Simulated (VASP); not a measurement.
# PtSe (Fm-3m) in VASP: settings compared

The runs below take PtSe through single point, with PBE+D3(BJ), PBE+D4, PBE.

Program: VASP 6.6.1. These are calculated values, not measurements. Logs are shortened: lines on timing, memory, paths and dates and some standing lists are left out, and cuts for length are marked.

**1. The cell of the first run**

It takes space group Fm-3m (No. 225, cubic). Conventional cell: a = 5.224 Å, b = 5.224 Å, c = 5.224 Å, α = 90.00°, β = 90.00°, γ = 90.00°. Pt (site symmetry m-3m) has 6 Se at 2.61 Å within 3.4 Å. Se (site symmetry m-3m) has 6 Pt at 2.61 Å within 3.4 Å.

**2. Single point, PBE+D3(BJ)**

INCAR reads:

```
SYSTEM = PtSe
PREC     = Accurate       ! precision mode
ENCUT    = 520            ! plane-wave cutoff, eV
EDIFF    = 1E-6           ! SCF threshold, eV
ISMEAR   = -1             ! smearing method
SIGMA    = 0.05           ! smearing width, eV
LREAL    = .False.        ! projectors in reciprocal space
LASPH    = .True.         ! aspherical terms in the spheres
NELM     = 60             ! most SCF steps
ALGO     = Normal         ! electronic algorithm
ISIF     = 2              ! what is computed and relaxed
LWAVE    = .False.        ! write WAVECAR
LCHARG   = .True.         ! write CHGCAR
GGA      = PE             ! functional
IVDW     = 12             ! dispersion correction
LELF     = .True.         ! ELF
LVHAR    = .True.       
NBANDS   = 15             ! bands
```

KPOINTS reads:

```
Automatic mesh
0
Gamma
  8 8 8
  0 0 0
```

POSCAR reads:

```
PtSe
1.0
    0.0000000000      2.6119495506      2.6119495506
    2.6119495506      0.0000000000      2.6119495506
    2.6119495506      2.6119495506      0.0000000000
Pt Se
1 1
Direct
    0.5000000000      0.5000000000      0.5000000000
    0.0000000000      0.0000000000      0.0000000000
```

Potentials or basis: VASP PAW PBE potentials, release 64 (Pt, Se).

The run is started by

```console
> cat potpaw_PBE.64/Pt/POTCAR potpaw_PBE.64/Se/POTCAR > POTCAR
> mpirun -np 1 vasp_std > vasp.out
```

OUTCAR:

```text
SYSTEM = PtSe
   PREC = Accurate
   ENCUT = 520
   EDIFF = 1E-6
   ISMEAR = -1
   LREAL = .False.
   LASPH = .True.
   NELM = 60
   ISIF = 2
   GGA = PE
   IVDW = 12
 IVDW          = 12

 ion  position               nearest neighbor table
   1  0.500  0.500  0.500-   2 2.61   2 2.61   2 2.61   2 2.61   2 2.61   2 2.61
   2  0.000  0.000  0.000-   1 2.61   1 2.61   1 2.61   1 2.61   1 2.61   1 2.61

  LATTYP: Found a face centered cubic cell.
 ALAT       =     5.2238991012

  Lattice vectors:

 A1 = (   0.0000000000,   2.6119495506,   2.6119495506)
 A2 = (   2.6119495506,   0.0000000000,   2.6119495506)
 A3 = (   2.6119495506,   2.6119495506,   0.0000000000)

Analysis of symmetry for initial positions (statically):
=====================================================================
 Subroutine PRICEL returns:
 Original cell was already a primitive cell.

 Routine SETGRP: Setting up the symmetry group for a
 face centered cubic supercell.

 Subroutine GETGRP returns: Found 48 space group operations
 (whereof 48 operations were pure point group operations)
 out of a pool of 48 trial point group operations.

The static configuration has the point symmetry O_h .

Analysis of symmetry for dynamics (positions and initial velocities):
=====================================================================
 Subroutine PRICEL returns:
 Original cell was already a primitive cell.

 Routine SETGRP: Setting up the symmetry group for a
 face centered cubic supercell.

 Subroutine GETGRP returns: Found 48 space group operations
 (whereof 48 operations were pure point group operations)
 out of a pool of 48 trial point group operations.

The dynamic configuration has the point symmetry O_h .

 Subroutine INISYM returns: Found 48 space group operations
 (whereof 48 operations are pure point group operations),
 and found     1 'primitive' translations

----------------------------------------------------------------------------------------

                                     Primitive cell

  volume of cell :      35.6389

  direct lattice vectors                    reciprocal lattice vectors
     0.000000000  2.611949551  2.611949551    -0.191427893  0.191427893  0.191427893
     2.611949551  0.000000000  2.611949551     0.191427893 -0.191427893  0.191427893
     2.611949551  2.611949551  0.000000000     0.191427893  0.191427893 -0.191427893

  length of vectors
     3.693854479  3.693854479  3.693854479     0.331562837  0.331562837  0.331562837

[... 90 lines left out ...]
   PSTRESS=    0.0 pullay stress
   NELECT =      16.0000    total number of electrons
   NUPDOWN=      -1.0000    fix difference up-down
   EMIN   =  10.00;   EMAX   =-10.00  energy-range for DOS
   EFERMI =   0.00;   METHOD = LEGACY
   ISMEAR =    -1;   SIGMA  =   0.05  broadening in eV -4-tet -1-fermi 0-gaus
   EFERMI_NEDOS =   21; number of points for ismear=-14 and -15
   IALGO  =     38    algorithm
   IMIX   =      4    mixing-type and parameters
     AMIX     =   0.40;   BMIX     =  1.00
     AMIX_MAG =   1.60;   BMIX_MAG =  1.00
  volume/ion in A,a.u.               =      17.82       120.25
  Fermi-wavevector in a.u.,A,eV,Ry     =   1.253545  2.368857 21.379867  1.571376
  Thomas-Fermi vector in A             =   2.387393
   LORBIT       =      0    0 simple, 1 ext, 2 COOP (PROOUT), +10 PAW based schemes
   GGA     = PE    functional components
   LHFCALC =     F    Hartree Fock is set to
   AEXX    =    0.0000 exact exchange contribution
   IVDW    =    12    specifies the selected vdW correction
   LEPSILON=     F    determine dielectric tensor
   LRPA    =     F    only Hartree local field effects (RPA)
 non-spin polarized calculation
  energy-cutoff  :      520.00
  volume of cell :       35.64
 maximum number of plane-waves:       982
   NGX = 13   NGY = 13   NGZ = 13

 number of electron      16.0000000 magnetization

 Free energy of the ion-electron system (eV)
  ---------------------------------------------------
  ext. energy  EPLUGINS =         0.00000000
  ---------------------------------------------------
  free energy    TOTEN  =        -9.63433737 eV

  energy without entropy =       -9.62864289  energy(sigma->0) =       -9.63149013

 E-fermi :   8.1151     XC(G=0): -11.6693

 val. band max:        7.9284282267   @ k =  -0.3750   0.3750   0.0000
 cond. band min:       8.1875472042   @ k =   0.5000   0.5000   0.0000
 fundamental gap:      0.2591189775
 Fermi energy:         8.1151019550

 k-point     1 :       0.0000    0.0000    0.0000
  band No.  band energies     occupation
      1      -7.4681      2.00000
      2       4.6996      2.00000
      3       4.6996      2.00000
      4       4.6996      2.00000
      5       4.7265      2.00000
      6       4.7265      2.00000
      7       6.5462      2.00000
      8       6.5462      2.00000
      9       6.5462      2.00000
     10       9.6086      0.00000
     11      17.7568      0.00000
     12      19.6575      0.00000
     13      19.6575      0.00000
     14      19.6575      0.00000
[... 401 lines left out ...]
      2       0.7939      2.00000
      3       2.4513      2.00000
      4       2.5967      2.00000
      5       5.6517      2.00000
      6       5.7267      2.00000
      7       6.1474      2.00000
      8       8.4342      0.00338
      9       8.8848      0.00000
     10      13.4544      0.00000
     11      13.5922      0.00000
     12      16.6938      0.00000
     13      17.2903      0.00000
     14      21.0077      0.00000
     15      22.9352      0.00000

 [... further k-points ...]

------------------------ aborting loop because EDIFF is reached ----------------------------------------

 Edisp (eV)   -1.14747

 E8    (eV) :    -0.5020

  FORCE on cell =-STRESS in cart. coord.  units (eV):
  Direction    XX          YY          ZZ          XY          YZ          ZX
  --------------------------------------------------------------------------------------
  -------------------------------------------------------------------------------------
  Total      -0.00740    -0.00740    -0.00740     0.00000    -0.00000     0.00000
  in kB      -0.33264    -0.33264    -0.33264     0.00000    -0.00000     0.00000
  external pressure =       -0.33 kB  Pullay stress =        0.00 kB

 VOLUME and BASIS-vectors are now :
 -----------------------------------------------------------------------------
  energy-cutoff  :      520.00
  volume of cell :       35.64
      direct lattice vectors                 reciprocal lattice vectors
     0.000000000  2.611949551  2.611949551    -0.191427893  0.191427893  0.191427893
     2.611949551  0.000000000  2.611949551     0.191427893 -0.191427893  0.191427893
     2.611949551  2.611949551  0.000000000     0.191427893  0.191427893 -0.191427893

 POSITION                                       TOTAL-FORCE (eV/Angst)
 -----------------------------------------------------------------------------------
      2.61195      2.61195      2.61195         0.000000     -0.000000     -0.000000
      0.00000      0.00000      0.00000         0.000000      0.000000      0.000000
 -----------------------------------------------------------------------------------
    total drift:                                0.000000      0.000000      0.000000

  FREE ENERGIE OF THE ION-ELECTRON SYSTEM (eV)
  ---------------------------------------------------
  free  energy   TOTEN  =       -10.7818031808 eV

  energy  without entropy=      -10.7761087025  energy(sigma->0) =      -10.77895594
```

It took 26 s on 1 thread of Intel Xeon 8259CL, shared host; peak memory 0.17 GiB.

Results:

| Property | Result |
| --- | --- |
| Free energy | -10.7818 eV |
| Pressure | 0.0 GPa |
| Band gap on the k mesh | zero (band 8 reaches 11.10 eV, above the bottom of band 9 at 6.55 eV) |
| Dispersion energy per atom | -0.574 eV |

Levels at points of the mesh, in eV from the Fermi level:
| k point | band 6 | band 7 | band 8 | band 9 | band 10 | band 11 |
| --- | --- | --- | --- | --- | --- | --- |
| (0.00, 0.00, 0.00) | -3.39 | -1.57 | -1.57 | -1.57 | 1.49 | 9.64 |
| (0.50, 0.00, 0.00) | -2.34 | -1.83 | 2.98 | 2.98 | 3.17 | 6.15 |
| (0.50, 0.50, 0.00) | -2.87 | -1.98 | -1.98 | -1.36 | 0.07 | 8.51 |

Caveat: spin-orbit coupling is left out, which moves the levels of the heavy elements; pairwise dispersion overbinds metals, which lowers pressure and volume.

**3. Single point, PBE+D3(BJ)**

This run uses another cell than the first one, of 17.94 Å³/atom, 1.007 times its volume.

INCAR reads:

```
SYSTEM = PtSe
PREC = Accurate
ENCUT = 520
EDIFF = 1E-7
ISMEAR = -1
SIGMA = 0.05
LREAL = .FALSE.
LASPH = .TRUE.
NELM = 60
ALGO = Normal
ISIF = 2
LWAVE = .FALSE.
LCHARG = .TRUE.
GGA = PE
IVDW = 12
LELF = .TRUE.
LVHAR = .TRUE.
NBANDS = 15
```

KPOINTS reads:

```
Automatic mesh
0
G
  8 8 8
  0 0 0
```

POSCAR reads:

```
PtSe
1.0
    0.0000000000      2.6177083702      2.6177083702
    2.6177083702      0.0000000000      2.6177083702
    2.6177083702      2.6177083702      0.0000000000
Pt Se
1 1
Direct
    0.5000000000      0.5000000000      0.5000000000
    0.0000000000      0.0000000000      0.0000000000
```

Potentials or basis: VASP PAW PBE potentials, release 64 (Pt, Se).

The run is started by

```console
> cat potpaw_PBE.64/Pt/POTCAR potpaw_PBE.64/Se/POTCAR > POTCAR
> mpirun -np 1 vasp_std > vasp.out
```

It took 27 s on 1 thread of Intel Xeon 8259CL, shared host; peak memory 0.18 GiB.

The run converged. Its results:

| Item | Value |
| --- | --- |
| Free energy | -10.7811 eV |
| Pressure | -1.0 GPa |
| Band gap on the k mesh | zero (band 8 reaches 10.96 eV, above the bottom of band 9 at 6.46 eV) |
| Dispersion energy per atom | -0.570 eV |

Levels at points of the mesh, in eV from the Fermi level:
| k point | band 6 | band 7 | band 8 | band 9 | band 10 | band 11 |
| --- | --- | --- | --- | --- | --- | --- |
| (0.00, 0.00, 0.00) | -3.35 | -1.56 | -1.56 | -1.56 | 1.45 | 9.67 |
| (0.50, 0.00, 0.00) | -2.32 | -1.81 | 2.95 | 2.95 | 3.18 | 6.16 |
| (0.50, 0.50, 0.00) | -2.84 | -1.96 | -1.96 | -1.35 | 0.06 | 8.49 |

Caveat: three body term missing; spin-orbit coupling is left out, which moves the levels of the heavy elements; pairwise dispersion overbinds metals, which lowers pressure and volume.

(Part 1 of 2 ends here.)
